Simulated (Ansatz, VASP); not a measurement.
## One calculation of Bi, two programs

```xyz
2
Lattice="0.0000 3.5826 3.5826 3.5826 0.0000 3.5826 3.5826 3.5826 0.0000" Properties=species:S:1:pos:R:3 pbc="T T T"
Bi    0.0000    0.0000    0.0000
Bi    1.7913    1.7913    1.7913
```

Alike in both runs: functional PBEsol; k mesh 14 × 14 × 14; occupations gaussian, width 0.1 eV; no spin polarisation.

Ansatz relaxed the structure, and its values are those at the end. VASP's run is a single point on that final structure, the one shown.

```csv
,VASP,Ansatz
version,VASP 6.6.1,Ansatz 0.2.0
potentials or method,"VASP PAW PBE potentials, release 64 (Bi_d), cutoff 520 eV","scalar-relativistic, plane waves, PAW"
valence electrons in the cell,30,30
```

VASP gave:

| Quantity | Value |
| --- | --- |
| gap on the k mesh at the Fermi level (eV) | none |
| pressure (GPa) | -0.1 |

Task: What did Ansatz give for the same quantities?

Result: gap on the k mesh at the Fermi level (eV): none; pressure (GPa): 0.0.

VASP's potentials were made for PBE, not for PBEsol. A gap of «none» marks a metal or a gap that the smearing closes.

Spin-orbit coupling is off throughout.
